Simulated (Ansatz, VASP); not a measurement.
## One calculation of Y, two programs

```
Y
1.0
     5.48976    0.00000    0.00000
    -2.74488    4.75428    0.00000
     0.00000    0.00000    3.42630
Y
3
Direct
  0.00000 0.00000 0.00000
  0.33333 0.66667 0.50000
  0.66667 0.33333 0.50000
```

Alike in both runs: task single point; functional RPBE; k mesh 7 × 7 × 10; occupations fermi-dirac, width 0.1 eV; no spin polarisation.

|  | VASP | Ansatz |
| --- | --- | --- |
| version | VASP 6.6.1 | Ansatz 0.2.0 |
| potentials or method | VASP PAW PBE potentials, release 64 (Y_sv), cutoff 520 eV | plane waves (420 eV) with PAW, scalar-relativistic |
| valence electrons in the cell | 33 | 33 |

Ansatz gave:

* pressure (GPa): 5.7
* traceless stress, the component that is largest in VASP (GPa): -0.29

Q: Which values does VASP return?

A: Pressure (GPa): 5.6; traceless stress, the component that is largest in VASP (GPa): -0.30.

VASP's potentials were made for PBE, not for RPBE. The functional is the same, so the differences come from potentials, cutoffs and numerics.
